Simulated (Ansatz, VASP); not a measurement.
# Two plane-wave programs on MgO2

```
Mg O
1.0
     1.73314    1.00063    3.77350
    -1.73314    1.00063    3.77350
     0.00000   -2.00126    3.77350
Mg O
1 2
Direct
  0.00000 0.00000 0.00000
  0.42879 0.42879 0.42879
  0.57121 0.57121 0.57121
```

Change from the starting cell: strain +0.080 along x and y, +0.080 along z, atoms carried along.

Alike in both runs: task single point; functional PBEsol; k mesh 12 × 12 × 12; occupations gaussian, width 0.05 eV; no spin polarisation.

```csv
,VASP,Ansatz
version,VASP 6.6.1,Ansatz 0.2.0
potentials or method,"VASP PAW PBE potentials, release 64 (Mg, O), cutoff 520 eV","scalar-relativistic, plane waves, PAW"
valence electrons in the cell,14,22
```

```tsv
	VASP	Ansatz	Ansatz less VASP
gap on the k mesh at the Fermi level (eV)	1.05	1.07	+0.018
least direct gap on the mesh (eV)	1.05	1.07	+0.018
pressure (GPa)	-21.8	-21.5	+0.31
traceless stress, the component that is largest in VASP (GPa)	-8.70	-9.10	-0.403
rms of the force components (eV/Å)	0.458	0.496	+0.0383
```

VASP's potentials were made for PBE, not for PBEsol. Atom by atom the forces differ by 0.038 eV/Å (rms over components). With one functional, cell and mesh, what is left measures potentials, basis and numerics. VASP's potentials hold 14 valence electrons a cell and Ansatz's 22, so a difference there can come from the potentials and not from the codes.
